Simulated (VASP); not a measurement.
# Cr (Pm-3m) in VASP: further runs, part 2 of 2

VASP 6.6.1. The steps go on from the part before.

### Step 5. Single point, PBE, collinear spin, ferromagnetic start (volume scaled by 0.7)

Input file INCAR:

```
PREC = Accurate ; ENCUT = 520
EDIFF = 1E-6 ; ISMEAR = -1
SIGMA = 0.05 ; LREAL = F
LASPH = T ; NELM = 150
ALGO = Normal ; ISIF = 2
LWAVE = F ; LCHARG = F
ISPIN = 2 ; MAGMOM = 2
LORBIT = 11 ; LMAXMIX = 4
GGA = PE ; NBANDS = 16
```

Input file KPOINTS:

```
Automatic mesh
0
Gamma
  16 16 16
```

Input file POSCAR:

```
Cr
1.0
    2.0782523446      0.0000000000      0.0000000000
    0.0000000000      2.0782523446      0.0000000000
    0.0000000000      0.0000000000      2.0782523446
Cr
1
Direct
    0.0000000000      0.0000000000      0.0000000000
```

Run with:

```bash
$ cat potpaw_PBE.64/Cr_pv/POTCAR > POTCAR
$ mpirun -np 1 vasp_std > vasp.out
```

It took 34 s on 1 thread of AMD EPYC 9R45 (Zen 5), shared host; peak memory 0.11 GiB.

The run converged. Its results:

```yaml
Free_energy: -7.2474 eV
Pressure: 141.5 GPa
Band_gap_on_the_k_mesh: zero (filled and empty bands overlap)
Net_moment: 0.00 μB per cell
Valence_electrons_inside_the_program's_atomic_spheres: Cr 11.98
```

Levels at points of the mesh, in eV from the Fermi level:
Spin up:
```
           k point  band 4  band 5  band 6  band 7  band 8  band 9
(0.00, 0.00, 0.00)   -8.43   -5.01   -5.01    3.92    3.92    3.92
(0.50, 0.00, 0.00)   -3.78   -3.53   -0.32    0.62    0.62    4.22
(0.50, 0.50, 0.00)   -7.45   -2.21    1.36    1.36    5.99    7.88
(0.50, 0.50, 0.50)   -4.92   -4.92   -4.92    6.17    6.17    7.88
```
Spin down:
```csv
k point,band 2,band 3,band 4,band 5,band 6,band 7,band 8,band 9,band 10,band 11
"(0.00, 0.00, 0.00)",-41.94,-41.94,-8.43,-5.01,-5.01,3.92,3.92,3.92,7.89,24.61
"(0.50, 0.00, 0.00)",-41.68,-41.68,-3.78,-3.53,-0.32,0.62,0.62,4.22,7.89,11.39
"(0.50, 0.50, 0.00)",-44.23,-41.44,-7.45,-2.21,1.36,1.36,5.99,7.88,9.00,9.00
"(0.50, 0.50, 0.50)",-43.81,-43.81,-4.92,-4.92,-4.92,6.17,6.17,7.88,11.27,20.59
```

Caveat: the starting moments collapsed, and a magnetic state may lie lower.

### Step 6. Single point, PBE, collinear spin, ferromagnetic start (volume scaled by 0.7)

Input file INCAR:

```
SYSTEM = Cr
PREC     = Accurate       ! precision mode
ENCUT    = 520            ! plane-wave cutoff, eV
EDIFF    = 1E-7           ! SCF threshold, eV
ISMEAR   = -1             ! smearing method
SIGMA    = 0.05           ! smearing width, eV
LREAL    = .False.        ! projectors in reciprocal space
LASPH    = .True.         ! aspherical terms in the spheres
NELM     = 150            ! most SCF steps
ALGO     = Normal         ! electronic algorithm
ISIF     = 2              ! what is computed and relaxed
LWAVE    = .False.        ! write WAVECAR
LCHARG   = .False.        ! write CHGCAR
ISPIN    = 2              ! spin polarisation
MAGMOM   = 2              ! initial moments
LORBIT   = 11             ! projections on sites
LMAXMIX  = 4              ! l up to which the mixer works
GGA      = PE             ! functional
NBANDS   = 16             ! bands
```

Input file KPOINTS:

```
Automatic mesh
0
Gamma
  16 16 16
  0 0 0
```

POSCAR is that of step 5.

Potentials or basis: VASP PAW PBE potentials, release 64 (Cr_pv).

Run with:

```bash
$ cat potpaw_PBE.64/Cr_pv/POTCAR > POTCAR
$ mpirun -np 1 vasp_std > vasp.out
```

OUTCAR:

```text
SYSTEM = Cr
   PREC = Accurate
   ENCUT = 520
   EDIFF = 1E-7
   ISMEAR = -1
   LREAL = .False.
   LASPH = .True.
   NELM = 150
   ISIF = 2
   ISPIN = 2
   LORBIT = 11
   GGA = PE

 ion  position               nearest neighbor table
   1  0.000  0.000  0.000-

  LATTYP: Found a simple cubic cell.
 ALAT       =     2.0782523446

  Lattice vectors:

 A1 = (   2.0782523446,   0.0000000000,   0.0000000000)
 A2 = (   0.0000000000,   2.0782523446,   0.0000000000)
[... 1121 lines left out ...]
  --------------------------------------------------------------------------------------
  -------------------------------------------------------------------------------------
  Total        7.9303784      7.9303784      7.9303784      0.0000000     -0.0000000      0.0000000
  in kB     1415.4992796   1415.4992796   1415.4992796      0.0000000     -0.0000000      0.0000000
  external PRESSURE =    1415.4992796 kB  Pullay stress =       0.0000000 kB

 VOLUME and BASIS-vectors are now :
 -----------------------------------------------------------------------------
  energy-cutoff  :      520.00
  volume of cell :        8.98
      direct lattice vectors                 reciprocal lattice vectors
     2.078252345  0.000000000  0.000000000     0.481173522  0.000000000  0.000000000
     0.000000000  2.078252345  0.000000000     0.000000000  0.481173522  0.000000000
     0.000000000  0.000000000  2.078252345     0.000000000  0.000000000  0.481173522

 POSITION                                       TOTAL-FORCE (eV/Angst)
 -----------------------------------------------------------------------------------
      0.00000      0.00000      0.00000         0.000000      0.000000      0.000000
 -----------------------------------------------------------------------------------
    total drift:                                0.000000      0.000000      0.000000

  FREE ENERGIE OF THE ION-ELECTRON SYSTEM (eV)
  ---------------------------------------------------
  free  energy   TOTEN  =        -7.2473939232 eV

  energy  without entropy=       -7.2348501245  energy(sigma->0) =       -7.24112202

 total charge

# of ion       s       p       d       tot
------------------------------------------
    1        0.542   6.491   4.952  11.985

 magnetization (x)

# of ion       s       p       d       tot
------------------------------------------
    1        0.000   0.000   0.000   0.000
```

stdout:

```text
POSCAR found type information on POSCAR Cr
 POSCAR found :  1 types and       1 ions
 scaLAPACK will be used
 LDA part: xc-table for (Slater+PW92), standard interpolation
 POSCAR, INCAR and KPOINTS ok, starting setup
 FFT: planning ... GRIDC
 FFT: planning ... GRID_SOFT
 FFT: planning ... GRID
 WAVECAR not read
 entering main loop
```

Wall time 35 s (1 thread of AMD EPYC 9R45 (Zen 5), shared host); peak memory 0.11 GiB.

What came out:

- Free energy: -7.2474 eV
- Pressure: 141.5 GPa
- Band gap on the k mesh: zero (filled and empty bands overlap)
- Net moment: 0.00 μB per cell
- Valence electrons inside the program's atomic spheres: Cr 11.98

Levels at points of the mesh, in eV from the Fermi level:
Spin up:
```
           k point  band 3  band 4  band 5  band 6  band 7  band 8  band 9  band 10
(0.00, 0.00, 0.00)  -41.94   -8.43   -5.01   -5.01    3.92    3.92    3.92     7.89
(0.50, 0.00, 0.00)  -41.68   -3.78   -3.53   -0.32    0.62    0.62    4.22     7.89
(0.50, 0.50, 0.00)  -41.44   -7.45   -2.21    1.36    1.36    5.99    7.88     9.00
(0.50, 0.50, 0.50)  -43.81   -4.92   -4.92   -4.92    6.17    6.17    7.88    11.27
```
Spin down:
| k point | band 2 | band 3 | band 4 | band 5 | band 6 | band 7 | band 8 | band 9 | band 10 | band 11 |
| --- | --- | --- | --- | --- | --- | --- | --- | --- | --- | --- |
| (0.00, 0.00, 0.00) | -41.94 | -41.94 | -8.43 | -5.01 | -5.01 | 3.92 | 3.92 | 3.92 | 7.89 | 24.61 |
| (0.50, 0.00, 0.00) | -41.68 | -41.68 | -3.78 | -3.53 | -0.32 | 0.62 | 0.62 | 4.22 | 7.89 | 11.39 |
| (0.50, 0.50, 0.00) | -44.23 | -41.44 | -7.45 | -2.21 | 1.36 | 1.36 | 5.99 | 7.88 | 9.00 | 9.00 |
| (0.50, 0.50, 0.50) | -43.81 | -43.81 | -4.92 | -4.92 | -4.92 | 6.17 | 6.17 | 7.88 | 11.27 | 20.59 |

Caveat: the starting moments collapsed, and a magnetic state may lie lower.
